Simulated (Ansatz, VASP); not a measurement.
# One calculation of Zn2Sb, two programs

```
Zn Sb
1.0
     4.80630    0.00000    0.00000
     0.00000    4.80630    0.00000
     0.00000    0.00000    5.74504
Zn Sb
4 2
Direct
  0.00000 0.00000 0.00000
  0.50000 0.50000 0.00000
  0.00000 0.50000 0.26473
  0.50000 0.00000 0.73527
  0.00000 0.50000 0.73836
  0.50000 0.00000 0.26164
```

Alike in both runs: functional PBE; k mesh 8 × 8 × 6; occupations gaussian, width 0.1 eV; no spin polarisation.

Ansatz relaxed the structure, and its values are those at the end. VASP's run is a single point on that final structure, the one shown.

```csv
,VASP,Ansatz
version,VASP 6.6.1,Ansatz 0.2.0
potentials or method,"VASP PAW PBE potentials, release 64 (Zn, Sb), cutoff 520 eV","scalar-relativistic, plane waves, PAW"
valence electrons in the cell,58,78
```

```csv
,VASP,Ansatz,Ansatz less VASP
gap on the k mesh at the Fermi level (eV),none,none,-
pressure (GPa),0.2,0.0,-0.17
rms of the force components (eV/Å),0.003,0.001,-0.0022
```

A gap of «none» marks a metal or a gap that the smearing closes. VASP's potentials hold 58 valence electrons a cell and Ansatz's 78, so a difference there can come from the potentials and not from the codes.

Spin-orbit coupling is off throughout.
